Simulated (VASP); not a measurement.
Crystal: Be2Se3.

```
Be Se
1.0
     1.80780    1.04373    8.38005
    -1.80780    1.04373    8.38005
     0.00000   -2.08746    8.38005
Be Se
2 3
Cartesian
  0.0000 0.0000 10.0561
  0.0000 0.0000 15.0841
  0.0000 0.0000 0.0000
  0.0000 0.0000 5.2669
  0.0000 0.0000 19.8733
```

```yaml
Program: VASP 6.6.1
Task: relaxation of cell and atoms
Functional: PBE
Potentials_or_basis: VASP PAW PBE potentials, release 64 (Be, Se)
Cutoff: 600 eV
k_mesh: 6 × 6 × 6
Occupations: gaussian, width 0.1 eV
Spin: no spin polarisation
```

At the start: pressure -9.1 GPa; volume 18.97 Å³/atom.

Q: Where does the relaxation end?

A: Over 12 steps the energy falls by 193.4 meV/atom and the volume is 17.55 Å³/atom (-7.5 %); space group R-3m (No. 166, to 0.1 Å) before and after.

Step by step:
```csv
step,energy change (eV),largest force (eV/Å),pressure (GPa),volume (Å³)
1,0.0000,1.5143,-9.14,94.87
2,-0.6749,1.1026,0.66,80.74
3,-0.6814,1.0307,2.22,79.35
4,-0.8033,0.6807,1.86,80.30
5,-0.9025,0.1277,2.07,82.39
6,-0.9371,0.1779,-1.10,86.51
7,-0.9372,0.1650,-0.95,86.27
8,-0.9591,0.1094,-0.17,86.23
9,-0.9630,0.0488,0.41,86.18
10,-0.9652,0.0611,-0.01,87.09
11,-0.9656,0.0679,-0.22,87.61
12,-0.9668,0.0058,0.07,87.74
```

Final structure:
```
Be Se
1.0
     1.76349    1.01815    8.14411
    -1.76349    1.01815    8.14411
     0.00000   -2.03630    8.14411
Be Se
2 3
Direct
  0.40459 0.40459 0.40459
  0.59541 0.59541 0.59541
  0.00000 0.00000 0.00000
  0.22418 0.22418 0.22418
  0.77582 0.77582 0.77582
```
